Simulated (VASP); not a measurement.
Runs of VASP 6.6.1 on OsF3. The structure is that of space group Pm-3m (No. 221), or close to it. The cells are those of the table. 

```csv
spin,cell,gap on the mesh (eV),pressure (GPa),moment (μB)
collinear,"a = 3.976 Å, 4 atoms",none,6.6,0.25
off,"a = 4.030 Å, 4 atoms",none,(b),-
collinear,"a = 3.955 Å, 4 atoms",none,(a),0.25
collinear,"a = 4.003 Å, 4 atoms",none,3.6,0.26
```

Alike in all rows: task single point; level PBE; potentials or basis VASP PAW PBE potentials, release 64 (Os, F); k mesh 10 × 10 × 10; cutoff (eV) 520; smearing gaussian 0.05 eV.

Fill in the values left out.

(a) 9.0; (b) 0.9.

Caveats: spin-orbit coupling is left out, which moves the levels of the heavy elements; the cell stands under pressure (at least some runs); a moment this small can come from the mesh or the smearing (at least some runs); an odd number of electrons without spin polarisation forces a metal (at least some runs); a magnetic or distorted state may lie lower (at least some runs).

A k mesh can miss the band edges, and the runs leave out spin-orbit coupling on Os.

A gap of «none» marks levels without a gap at the run's occupations.
